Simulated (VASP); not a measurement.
Here is a VASP 6.6.1 calculation.

INCAR

```
SYSTEM = ZrTiN
ALGO = Normal ; EDIFF = 1E-7
ENCUT = 520 ; GGA = PE
ISIF = 2 ; ISMEAR = 0
ISPIN = 2 ; LASPH = .True.
LCHARG = .False. ; LMAXMIX = 4
LORBIT = 11 ; LREAL = .False.
LWAVE = .False. ; MAGMOM = 0 0 1 1 0 0
NBANDS = 42 ; NELM = 150
PREC = Accurate ; SIGMA = 0.1
```

KPOINTS

```
k-points
0
Gamma
  6 6 4
  0 0 0
```

File POSCAR:

```
ZrTiN
1.0
    3.2535835920      0.0000000000      0.0000000000
    0.0000000000      3.2535835920      0.0000000000
    0.0000000000      0.0000000000      8.0371374334
Zr Ti N
2 2 2
Direct
    0.0000000000      0.5000000000      0.6361445945
    0.5000000000      0.0000000000      0.3638554055
    0.0000000000      0.5000000000      0.0981924690
    0.5000000000      0.0000000000      0.9018075310
    0.0000000000      0.5000000000      0.3540316377
    0.5000000000      0.0000000000      0.6459683623
```

Potentials or basis: VASP PAW PBE potentials, release 64 (Zr_sv, Ti_sv, N).

The run is started by

```console
$ cat potpaw_PBE.64/Zr_sv/POTCAR potpaw_PBE.64/Ti_sv/POTCAR potpaw_PBE.64/N/POTCAR > POTCAR
$ mpirun -np 1 vasp_std > vasp.out
```

(1) Predict the band gap on the k mesh.

(2) What does it give for the net moment?

(3) Predict the pressure.

(4) Estimate the largest force.

Answers

(1) zero (filled and empty bands overlap).

(2) 0.00 μB per cell.

(3) 0.2 GPa.

(4) 0.036 eV/Å.
